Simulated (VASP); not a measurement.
# NaF (Pm-3m) in VASP: a series of runs, part 2 of 2

VASP 6.6.1. Earlier steps stand in the parts before.

## Step 4: Dielectric tensor, r2SCAN

This run uses another cell than the first one, of 10.90 Å³/atom, 0.975 times its volume.

Input file INCAR:

```
SYSTEM = NaF
PREC     = Accurate       ! precision mode
ENCUT    = 520            ! plane-wave cutoff, eV
EDIFF    = 1E-8           ! SCF threshold, eV
ISMEAR   = 0              ! smearing method
SIGMA    = 0.01           ! smearing width, eV
LREAL    = .False.        ! projectors in reciprocal space
LASPH    = .True.         ! aspherical terms in the spheres
NELM     = 60             ! most SCF steps
ALGO     = Normal         ! electronic algorithm
ISIF     = 2              ! what is computed and relaxed
LWAVE    = .False.        ! write WAVECAR
LCHARG   = .False.        ! write CHGCAR
METAGGA  = R2SCAN         ! meta-GGA
LMIXTAU  = .True.       
LCALCEPS = .True.
```

Input file KPOINTS:

```
regular mesh
0
Gamma
  8 8 8
  0 0 0
```

Input file POSCAR:

```
NaF
1.0
    2.7934851918      0.0000000000      0.0000000000
    0.0000000000      2.7934851918      0.0000000000
    0.0000000000      0.0000000000      2.7934851918
Na F
1 1
Direct
    0.0000000000      0.0000000000      0.0000000000
    0.5000000000      0.5000000000      0.5000000000
```

Potentials or basis: VASP PAW PBE potentials, release 64 (Na_pv, F).

Run with:

```sh
$ cat potpaw_PBE.64/Na_pv/POTCAR potpaw_PBE.64/F/POTCAR > POTCAR
$ mpirun -np 1 vasp_std > vasp.out
```

OUTCAR:

```text
SYSTEM = NaF
   PREC = Accurate
   ENCUT = 520
   EDIFF = 1E-8
   ISMEAR = 0
   LREAL = .False.
   LASPH = .True.
   NELM = 60
   ISIF = 2
   METAGGA = R2SCAN

 ion  position               nearest neighbor table
   1  0.000  0.000  0.000-
   2  0.500  0.500  0.500-

  LATTYP: Found a simple cubic cell.
 ALAT       =     2.7934851918

  Lattice vectors:

 A1 = (   2.7934851918,   0.0000000000,   0.0000000000)
[... 559 lines left out ...]
    2    -0.00000     1.01027     0.00000
    3     0.00000     0.00000     1.01027
 ion    2
    1    -1.01027     0.00000     0.00000
    2     0.00000    -1.01027    -0.00000
    3    -0.00000    -0.00000    -1.01027

  FORCE on cell =-STRESS in cart. coord.  units (eV):
  Direction    XX          YY          ZZ          XY          YZ          ZX
  --------------------------------------------------------------------------------------
  -------------------------------------------------------------------------------------
  Total       -0.1183551     -0.1183551     -0.1183551     -0.0000000      0.0000000     -0.0000000
  in kB       -8.6987837     -8.6987837     -8.6987837     -0.0000000      0.0000000     -0.0000000
  external PRESSURE =      -8.6987837 kB  Pullay stress =       0.0000000 kB

 VOLUME and BASIS-vectors are now :
 -----------------------------------------------------------------------------
  energy-cutoff  :      520.00
  volume of cell :       21.80
      direct lattice vectors                 reciprocal lattice vectors
     2.793485192  0.000000000  0.000000000     0.357975766  0.000000000  0.000000000
     0.000000000  2.793485192  0.000000000     0.000000000  0.357975766  0.000000000
     0.000000000  0.000000000  2.793485192     0.000000000  0.000000000  0.357975766

 POSITION                                       TOTAL-FORCE (eV/Angst)
 -----------------------------------------------------------------------------------
      0.00000      0.00000      0.00000         0.000000      0.000000      0.000000
      1.39674      1.39674      1.39674         0.000000      0.000000      0.000000
 -----------------------------------------------------------------------------------
    total drift:                                0.000000      0.000000     -0.000000

  FREE ENERGIE OF THE ION-ELECTRON SYSTEM (eV)
  ---------------------------------------------------
  free  energy   TOTEN  =       -12.3138696917 eV

  energy  without entropy=      -12.3138696917  energy(sigma->0) =      -12.31386969
```

OSZICAR:

```text
N       E                     dE             d eps       ncg     rms          rms(c)
DAV:   1     0.103763142832E+03    0.10376E+03   -0.86024E+03   790   0.166E+03
DAV:   2    -0.101539071201E+02   -0.11392E+03   -0.10579E+03   814   0.377E+02
DAV:   3    -0.157110740879E+02   -0.55572E+01   -0.55377E+01   905   0.857E+01
[... 57 lines left out ...]
DMP:   5    -0.123138694220E+02   -0.16424E-06   -0.29528E-06   825   0.818E-06  -0.154E-06
DMP:   6    -0.123138695947E+02   -0.17267E-06   -0.16762E-06   825   0.357E-06   0.120E-06
DMP:   7    -0.123138696617E+02   -0.66971E-07   -0.29957E-07   825   0.120E-06  -0.868E-07
DMP:   8    -0.123138696621E+02   -0.44201E-09   -0.35378E-07   825   0.126E-06  -0.729E-07
DMP:   9    -0.123138696825E+02   -0.20366E-07   -0.23419E-07   825   0.514E-07   0.138E-07
DMP:  10    -0.123138696917E+02   -0.92684E-08   -0.54062E-08   825   0.186E-07  -0.980E-08
   1 F= -.12313870E+02 E0= -.12313870E+02  d E =-.135830E-25
```

stdout:

```text
POSCAR found type information on POSCAR NaF
 POSCAR found :  2 types and       2 ions
 scaLAPACK will be used
 -----------------------------------------------------------------------------
|                                                                             |
[... 80 lines left out ...]
dp_tot=( -0.861E-09  0.112E-07  0.102E-02 )  diag[e(oo)]=(    ---      ---    1.84451 )
 p_tot=( -0.978E+01 -0.978E+01 -0.978E+01 )
dp_tot=( -0.901E-09  0.115E-07  0.103E-02 )  diag[e(oo)]=(    ---      ---    1.85199 )
 p_tot=( -0.978E+01 -0.978E+01 -0.978E+01 )
dp_tot=( -0.914E-09  0.119E-07  0.104E-02 )  diag[e(oo)]=(    ---      ---    1.86369 )
 final diagonalization full
 p_tot=( -0.978E+01 -0.978E+01 -0.978E+01 )
dp_tot=( -0.911E-09  0.121E-07  0.106E-02 )  diag[e(oo)]=(    ---      ---    1.87640 )
```

Run time: 23 min. Hardware: 1 thread of Oxide Virtual Turin-like, shared host; peak memory 0.19 GiB.

Results:

```yaml
Band_gap_on_the_k_mesh: 7.12 eV, indirect (least direct gap 7.45 eV)
Electronic_dielectric_tensor_diagonal: 1.88
Born_charges_mean_of_the_diagonal: Na +1.01; F -1.01 e
```

Electronic dielectric tensor:
```
1.88 0.00 0.00
0.00 1.88 0.00
0.00 0.00 1.88
```

Born effective charge tensors (e):
atom 1, Na
```
1.01 0.00 0.00
0.00 1.01 0.00
0.00 0.00 1.01
```
atom 2, F
```
-1.01  0.00  0.00
 0.00 -1.01  0.00
 0.00  0.00 -1.01
```

Dipole moments of the cell (e·Å, modulo the quantum): ionic -9.777, -9.777, -9.777; electronic 0.000, 0.000, 0.001

Caveat: the PAW data sets were made with another functional, which shifts forces and pressure a little. A k mesh can miss the band edges.

## Step 5: Overview

```tsv
task	level	cell	gap on the mesh (eV)
vibrations by perturbation theory	PBEsol	a = 2.817 Å, 2 atoms	-
dielectric tensor	PBE	a = 2.793 Å, 2 atoms	6.11
dielectric tensor	r2SCAN	a = 2.793 Å, 2 atoms	7.12
```

Alike in all rows: potentials or basis VASP PAW PBE potentials, release 64 (Na_pv, F); no spin polarisation; k mesh 8 × 8 × 8; cutoff (eV) 520; smearing gaussian 0.01 eV.

Caveats: the PAW data sets were made with another functional, which shifts forces and pressure a little (some runs).

Absolute energies hang on the potentials; compare differences alone.
